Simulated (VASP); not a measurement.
# Sr (Im-3m) in VASP: single point with PBEsol

Aim: the single point of Sr with PBEsol.

Program: VASP 6.6.1. These are calculated values, not measurements. Logs are shortened: lines on timing, memory, paths and dates and some standing lists are left out, and cuts for length are marked.

**1. The cell of the first run**

The structure is cubic, space group Im-3m (No. 229). Conventional cell: a = 4.870 Å, b = 4.870 Å, c = 4.870 Å, α = 90.00°, β = 90.00°, γ = 90.00°. Sr (site symmetry m-3m) has 14 Sr at 4.22 to 4.87 Å within 5.5 Å.

This isn't the form of Sr at room conditions, which is fcc.

**2. Single point, PBEsol**

INCAR reads:

```
SYSTEM = Sr
PREC = Accurate
ENCUT = 500
EDIFF = 1E-6
ISMEAR = 0
SIGMA = 0.05
LREAL = .False.
LASPH = .True.
NELM = 120
ALGO = Normal
ISIF = 2
LWAVE = .False.
LCHARG = .True.
GGA = PS
LELF = .True.
LVHAR = .True.
NBANDS = 11
GGA_COMPAT = .False.
```

KPOINTS reads:

```
Automatic mesh
0
Gamma
  10 10 10
  0 0 0
```

POSCAR reads:

```
Sr
1.0
   -2.4350000000      2.4350000000      2.4350000000
    2.4350000000     -2.4350000000      2.4350000000
    2.4350000000      2.4350000000     -2.4350000000
Sr
1
Direct
    0.0000000000      0.0000000000      0.0000000000
```

Potentials or basis: VASP PAW PBE potentials, release 64 (Sr_sv).

Started as:

```console
> cat potpaw_PBE.64/Sr_sv/POTCAR > POTCAR
> mpirun -np 1 vasp_std > vasp.out
```

OUTCAR:

```text
SYSTEM = Sr
   PREC = Accurate
   ENCUT = 500
   EDIFF = 1E-6
   ISMEAR = 0
   LREAL = .False.
   LASPH = .True.
   NELM = 120
   ISIF = 2
   GGA = PS

 ion  position               nearest neighbor table
   1  0.000  0.000  0.000-

  LATTYP: Found a body centered cubic cell.
 ALAT       =     4.8700000000

  Lattice vectors:

 A1 = (  -2.4350000000,   2.4350000000,   2.4350000000)
 A2 = (   2.4350000000,  -2.4350000000,   2.4350000000)
 A3 = (   2.4350000000,   2.4350000000,  -2.4350000000)

Analysis of symmetry for initial positions (statically):
=====================================================================
 Subroutine PRICEL returns:
 Original cell was already a primitive cell.

 Routine SETGRP: Setting up the symmetry group for a
 body centered cubic supercell.

 Subroutine GETGRP returns: Found 48 space group operations
 (whereof 48 operations were pure point group operations)
 out of a pool of 48 trial point group operations.

The static configuration has the point symmetry O_h .

Analysis of symmetry for dynamics (positions and initial velocities):
=====================================================================
 Subroutine PRICEL returns:
 Original cell was already a primitive cell.

 Routine SETGRP: Setting up the symmetry group for a
 body centered cubic supercell.

 Subroutine GETGRP returns: Found 48 space group operations
 (whereof 48 operations were pure point group operations)
 out of a pool of 48 trial point group operations.

The dynamic configuration has the point symmetry O_h .

 Subroutine INISYM returns: Found 48 space group operations
 (whereof 48 operations are pure point group operations),
 and found     1 'primitive' translations

----------------------------------------------------------------------------------------

                                     Primitive cell

  volume of cell :      57.7507

  direct lattice vectors                    reciprocal lattice vectors
    -2.435000000  2.435000000  2.435000000     0.000000000  0.205338809  0.205338809
     2.435000000 -2.435000000  2.435000000     0.205338809  0.000000000  0.205338809
     2.435000000  2.435000000 -2.435000000     0.205338809  0.205338809  0.000000000

  length of vectors
     4.217543716  4.217543716  4.217543716     0.290392929  0.290392929  0.290392929

  position of ions in fractional coordinates (direct lattice)
     0.000000000  0.000000000  0.000000000

  ion indices of the primitive-cell ions
   primitive index   ion index
                 1           1

----------------------------------------------------------------------------------------

 KPOINTS: Automatic mesh

Automatic generation of k-mesh.
 Grid dimensions read from file:
 generate k-points for:   10   10   10

 Generating k-lattice:

  Cartesian coordinates                     Fractional coordinates (reciprocal lattice)
     0.000000000  0.020533881  0.020533881     0.100000000  0.000000000  0.000000000
     0.020533881  0.000000000  0.020533881     0.000000000  0.100000000  0.000000000
     0.020533881  0.020533881  0.000000000     0.000000000  0.000000000  0.100000000

  Length of vectors
     0.029039293  0.029039293  0.029039293

  Shift w.r.t. Gamma in fractional coordinates (k-lattice)
     0.000000000  0.000000000  0.000000000

 Subroutine IBZKPT returns following result:
 ===========================================

 Found     47 irreducible k-points:

 Following reciprocal coordinates:
            Coordinates               Weight
  0.000000  0.000000  0.000000      1.000000
  0.100000  0.000000  0.000000     12.000000
  0.200000  0.000000  0.000000     12.000000
  0.300000  0.000000  0.000000     12.000000
  0.400000  0.000000  0.000000     12.000000
  0.500000  0.000000  0.000000      6.000000
[... 16 lines left out ...]
  0.300000  0.300000  0.100000      8.000000
 -0.300000  0.300000  0.100000     24.000000
 [... further k-points ...]
   k-points           NKPTS =     47   k-points in BZ     NKDIM =     47   number of bands    NBANDS=     11
   number of dos      NEDOS =    301   number of ions     NIONS =      1
   total plane-waves  NPLWV =  32768
   dimension x,y,z NGX =    32 NGY =   32 NGZ =   32
   dimension x,y,z NGXF=    64 NGYF=   64 NGZF=   64
   ions per type =               1
   NGX,Y,Z   is equivalent  to a cutoff of  12.61, 12.61, 12.61 a.u.
   NGXF,Y,Z  is equivalent  to a cutoff of  25.23, 25.23, 25.23 a.u.
 SYSTEM =  Sr
   PREC   = accura    normal or accurate (medium, high low for compatibility)
   ISTART =      0    job   : 0-new  1-cont  2-samecut
   ICHARG =      2    charge: 1-file 2-atom 10-const
   ISPIN  =      1    spin polarized calculation?
   LNONCOLLINEAR =      F non collinear calculations
   LSORBIT =      F    spin-orbit coupling
   LASPH  =      T    aspherical Exc in radial PAW
   ENCUT  =  500.0 eV  36.75 Ry    6.06 a.u.   7.69  7.69  7.69*2*pi/ulx,y,z
   NELM   =    120;   NELMIN=  2; NELMDL= -5     # of ELM steps
   EDIFF  = 0.1E-05   stopping-criterion for ELM
   LREAL  =      F    real-space projection
   EDIFFG = 0.1E-04   stopping-criterion for IOM
   NSW    =      0    number of steps for IOM
   IBRION =     -1    ionic relax: 0-MD 1-quasi-New 2-CG
   NFREE  =      0    steps in history (QN), initial steepest desc. (CG)
   ISIF   =      2    stress and relaxation
   ISYM   =      2    0-nonsym 1-usesym 2-fastsym
   POTIM  = 0.5000    time-step for ionic-motion
   TEBEG  =    0.0;   TEEND  =   0.0 temperature during run
   PSTRESS=    0.0 pullay stress
   NELECT =      10.0000    total number of electrons
   NUPDOWN=      -1.0000    fix difference up-down
   EMIN   =  10.00;   EMAX   =-10.00  energy-range for DOS
   EFERMI =   0.00;   METHOD = LEGACY
   ISMEAR =     0;   SIGMA  =   0.05  broadening in eV -4-tet -1-fermi 0-gaus
   EFERMI_NEDOS =   21; number of points for ismear=-14 and -15
   IALGO  =     38    algorithm
   IMIX   =      4    mixing-type and parameters
     AMIX     =   0.40;   BMIX     =  1.00
     AMIX_MAG =   1.60;   BMIX_MAG =  1.00
  volume/ion in A,a.u.               =      57.75       389.72
  Fermi-wavevector in a.u.,A,eV,Ry     =   0.912478  1.724334 11.328437  0.832617
  Thomas-Fermi vector in A             =   2.036879
   LORBIT       =      0    0 simple, 1 ext, 2 COOP (PROOUT), +10 PAW based schemes
   GGA     = PS    functional components
   LHFCALC =     F    Hartree Fock is set to
   AEXX    =    0.0000 exact exchange contribution
   IVDW    =     0    specifies the selected vdW correction
   LEPSILON=     F    determine dielectric tensor
   LRPA    =     F    only Hartree local field effects (RPA)
 non-spin polarized calculation
 Gauss-broadening in eV      SIGMA  =   0.05
  energy-cutoff  :      500.00
  volume of cell :       57.75
 maximum number of plane-waves:      1484
   NGX = 15   NGY = 15   NGZ = 15

 number of electron      10.0000000 magnetization

 Free energy of the ion-electron system (eV)
  ---------------------------------------------------
  ext. energy  EPLUGINS =         0.00000000
  ---------------------------------------------------
  free energy    TOTEN  =        -1.81055876 eV

  energy without entropy =       -1.80966980  energy(sigma->0) =       -1.81011428

 E-fermi :   1.3863     XC(G=0):  -7.2797

 val. band max:        1.3373484284   @ k =   0.5000   0.5000   0.3000
 cond. band min:       1.4021506506   @ k =   0.5000   0.5000   0.2000
 fundamental gap:      0.0648022222
 Fermi energy:         1.3863186672

 k-point     1 :       0.0000    0.0000    0.0000
  band No.  band energies     occupation
      1     -35.2960      2.00000
      2     -17.2029      2.00000
      3     -17.2029      2.00000
      4     -17.2029      2.00000
      5      -2.2403      2.00000
      6       3.6395      0.00000
      7       3.6395      0.00000
      8       3.6395      0.00000
      9       4.9196      0.00000
     10       4.9196      0.00000
     11       9.2450      0.00000

 k-point     2 :       0.1000    0.0000    0.0000
  band No.  band energies     occupation
      1     -35.2949      2.00000
      2     -17.2194      2.00000
      3     -17.2083      2.00000
      4     -17.2028      2.00000
      5      -2.0778      2.00000
      6       3.4994      0.00000
      7       3.5309      0.00000
      8       3.7954      0.00000
      9       4.7306      0.00000
     10       4.9131      0.00000
     11       9.3974      0.00000

 k-point     3 :       0.2000    0.0000    0.0000
  band No.  band energies     occupation
      1     -35.2918      2.00000
      2     -17.2622      2.00000
      3     -17.2226      2.00000
      4     -17.2028      2.00000
      5      -1.6112      2.00000
      6       3.0748      0.00000
      7       3.1805      0.00000
      8       4.2538      0.00000
      9       4.6283      0.00000
     10       4.9336      0.00000
     11       9.3279      0.00000

 k-point     4 :       0.3000    0.0000    0.0000
  band No.  band energies     occupation
      1     -35.2881      2.00000
      2     -17.3142      2.00000
      3     -17.2402      2.00000
      4     -17.2027      2.00000
      5      -0.9084      2.00000
      6       2.4338      0.00000
      7       2.8522      0.00000
      8       4.7440      0.00000
      9       4.9833      0.00000
     10       5.0451      0.00000
     11       8.1862      0.00000

 k-point     5 :       0.4000    0.0000    0.0000
  band No.  band energies     occupation
      1     -35.2850      2.00000
      2     -17.3555      2.00000
      3     -17.2543      2.00000
      4     -17.2027      2.00000
      5      -0.1163      2.00000
      6       1.8463      0.00000
      7       2.6227      0.00000
      8       4.7757      0.00000
      9       5.2456      0.00000
     10       5.8963      0.00000
     11       7.2364      0.00000
[... 211 lines left out ...]
 k-point    21 :       0.3000    0.2000    0.1000
  band No.  band energies     occupation
      1     -35.2835      2.00000
      2     -17.3359      2.00000
      3     -17.2779      2.00000
      4     -17.2324      2.00000
      5       0.8896      2.00000
      6       1.6502      0.00000
      7       2.0309      0.00000
      8       4.8743      0.00000
      9       5.3077      0.00000
     10       5.4875      0.00000
     11       6.9806      0.00000

 k-point    22 :      -0.2000    0.2000    0.1000
  band No.  band energies     occupation
      1     -35.2908      2.00000
      2     -17.2620      2.00000
      3     -17.2284      2.00000
      4     -17.2162      2.00000
      5      -1.4582      2.00000
      6       3.1259      0.00000
      7       3.2672      0.00000
      8       4.0152      0.00000
      9       4.2168      0.00000
     10       5.2690      0.00000
     11       8.9503      0.00000

 k-point    23 :       0.3000    0.3000    0.1000
  band No.  band energies     occupation
      1     -35.2830      2.00000
      2     -17.3086      2.00000
      3     -17.3086      2.00000
      4     -17.2378      2.00000
      5       1.5611      0.00000
      6       1.5826      0.00000
      7       1.5826      0.00000
      8       4.6266      0.00000
      9       5.3260      0.00000
     10       5.3260      0.00000
     11       7.4932      0.00000

 k-point    24 :      -0.3000    0.3000    0.1000
  band No.  band energies     occupation
      1     -35.2871      2.00000
      2     -17.3119      2.00000
      3     -17.2462      2.00000
      4     -17.2155      2.00000
      5      -0.7650      2.00000
      6       2.4528      0.00000
      7       2.9678      0.00000
      8       4.1619      0.00000
      9       4.9356      0.00000
     10       5.2955      0.00000
     11       7.8610      0.00000

 [... further k-points ...]

------------------------ aborting loop because EDIFF is reached ----------------------------------------

  FORCE on cell =-STRESS in cart. coord.  units (eV):
  Direction    XX          YY          ZZ          XY          YZ          ZX
  --------------------------------------------------------------------------------------
  -------------------------------------------------------------------------------------
  Total       -0.4723649     -0.4723649     -0.4723649     -0.0000000     -0.0000000      0.0000000
  in kB      -13.1048268    -13.1048268    -13.1048268     -0.0000000     -0.0000000      0.0000000
  external PRESSURE =     -13.1048268 kB  Pullay stress =       0.0000000 kB

 VOLUME and BASIS-vectors are now :
 -----------------------------------------------------------------------------
  energy-cutoff  :      500.00
  volume of cell :       57.75
      direct lattice vectors                 reciprocal lattice vectors
    -2.435000000  2.435000000  2.435000000     0.000000000  0.205338809  0.205338809
     2.435000000 -2.435000000  2.435000000     0.205338809  0.000000000  0.205338809
     2.435000000  2.435000000 -2.435000000     0.205338809  0.205338809  0.000000000

 POSITION                                       TOTAL-FORCE (eV/Angst)
 -----------------------------------------------------------------------------------
      0.00000      0.00000      0.00000        -0.000000      0.000000     -0.000000
 -----------------------------------------------------------------------------------
    total drift:                                0.000000      0.000000     -0.000000

  FREE ENERGIE OF THE ION-ELECTRON SYSTEM (eV)
  ---------------------------------------------------
  free  energy   TOTEN  =        -1.8105587569 eV

  energy  without entropy=       -1.8096698033  energy(sigma->0) =       -1.81011428
```

Wall time 22 s (1 thread of AMD EPYC 7R43 (Zen 3), shared host); peak memory 0.15 GiB.

What came out:

| Item | Value |
| --- | --- |
| Free energy | -1.8106 eV |
| Pressure | -1.3 GPa |
| Band gap on the k mesh | zero (bands 5 and 6 overlap by 0.29 eV) |

Caveat: the PAW data sets were made with another functional, which shifts forces and pressure a little.

The gap in the log of VASP goes by the Fermi energy; the results here count the filled bands.